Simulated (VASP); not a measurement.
Here is a VASP 6.6.1 calculation.

The input POSCAR:

```
C
1.0
    2.5031953710      0.0000000000      0.0000000000
   -1.2515976855      2.1678307819      0.0000000000
    0.0000000000      0.0000000000      4.1688692747
C
4
Direct
    0.3333333333      0.6666666667      0.0002313176
    0.6666666667      0.3333333333      0.5002313176
    0.3333333333      0.6666666667      0.3747686824
    0.6666666667      0.3333333333      0.8747686824
```

File INCAR.step1:

```
SYSTEM = C
ALGO = Normal ; EDIFF = 1E-8
ENCUT = 500 ; GGA = PE
ISMEAR = 0 ; LASPH = .True.
LCHARG = .False. ; LREAL = .False.
LWAVE = .True. ; NELM = 100
PREC = Accurate ; SIGMA = 0.01
```

The input INCAR.step2:

```
SYSTEM = C
ALGO = Exact ; EDIFF = 1E-8
ENCUT = 500 ; GGA = PE
ISMEAR = 0 ; ISTART = 1
LASPH = .True. ; LCHARG = .False.
LOPTICS = .True. ; LREAL = .False.
LWAVE = .True. ; NBANDS = 75
NELM = 1 ; PREC = Accurate
SIGMA = 0.01
```

Contents of INCAR.step3:

```
SYSTEM = C
ALGO = EVGW0 ; EDIFF = 1E-8
ENCUT = 500 ; ENCUTGW = 120.0
GGA = PE ; ISMEAR = 0
ISTART = 1 ; LASPH = .True.
LCHARG = .False. ; LREAL = .False.
LWAVE = .False. ; NBANDS = 75
NBANDSGW = 16 ; NELMGW = 1
NOMEGA = 48 ; PREC = Accurate
PRECFOCK = Fast ; SIGMA = 0.01
```

KPOINTS

```
k-points
0
Gamma
  6 6 4
  0 0 0
```

Potentials or basis: VASP PAW PBE potentials, release 64 (C_GW).

Run with:

```bash
$ cat potpaw_PBE.64/C_GW/POTCAR > POTCAR
$ cp INCAR.step1 INCAR
$ mpirun -np 1 vasp_std > vasp.out
$ cp INCAR.step2 INCAR
$ mpirun -np 1 vasp_std > vasp.out
$ cp INCAR.step3 INCAR
$ mpirun -np 1 vasp_std > vasp.out
```

Task: Estimate the quasiparticle gap.

Result: 4.28 eV.

Task: What does it give for the least direct quasiparticle gap?

Result: 6.54 eV.

Task: What does it give for the band gap of the starting levels on the mesh?

Result: 3.31 eV.

Caveat: the k points lie up to 0.48 Å⁻¹ apart; bands, screening cutoff and mesh are small and nothing is extrapolated, so the quasiparticle values aren't converged.
